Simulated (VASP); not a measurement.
**Fe: single point with PBEsol**

Crystal: Fe.

```
Fe
1.0
    -1.44771    1.44771    1.44771
     1.44771   -1.44771    1.44771
     1.44771    1.44771   -1.44771
Fe
1
Cartesian
  0.0000 0.0000 0.0000
```

| Item | Value |
| --- | --- |
| Program | VASP 6.6.1 |
| Task | single point |
| Functional | PBEsol |
| Potentials or basis | VASP PAW PBE potentials, release 64 (Fe) |
| Cutoff | 520 eV |
| k mesh | 26 × 26 × 26 |
| Occupations | fermi-dirac, width 0.05 eV |
| Spin | collinear spin, ferromagnetic start |
| Starting moments | [2.132] μB |

| Property | Result |
| --- | --- |
| Pressure | -18.7 GPa |
| Net moment | 2.31 μB per cell |
| Site moments | Fe +2.31 μB |
| Valence electrons inside the program's atomic spheres | Fe 7.14 |

Levels at points of the mesh, in eV from the Fermi level:
Spin up:
```csv
k point,band 3,band 4,band 5,band 6,band 7,band 8
"(0.00, 0.00, 0.00)",-2.18,-2.18,-1.03,-1.03,24.32,24.32
"(0.50, 0.00, 0.00)",-0.99,-0.87,0.27,0.49,6.76,17.76
"(0.50, 0.50, 0.50)",0.02,0.02,0.02,9.42,9.42,9.42
```
Spin down:
```csv
k point,band 1,band 2,band 3,band 4,band 5,band 6
"(0.00, 0.00, 0.00)",-7.86,-0.12,-0.12,-0.12,1.69,1.69
"(0.50, 0.00, 0.00)",-3.22,-1.30,0.68,1.58,1.92,2.64
"(0.50, 0.50, 0.50)",-2.60,-2.60,2.36,2.36,2.36,9.77
```

It took 2.6 min on 1 thread of Intel(R) Xeon(R) Platinum 8375C CPU @ 2.90GHz (Ice Lake), on a shared host, peak memory 0.24 GiB.

Caveat: the cell stands under tension; the PAW data sets were made with another functional, which shifts forces and pressure a little.
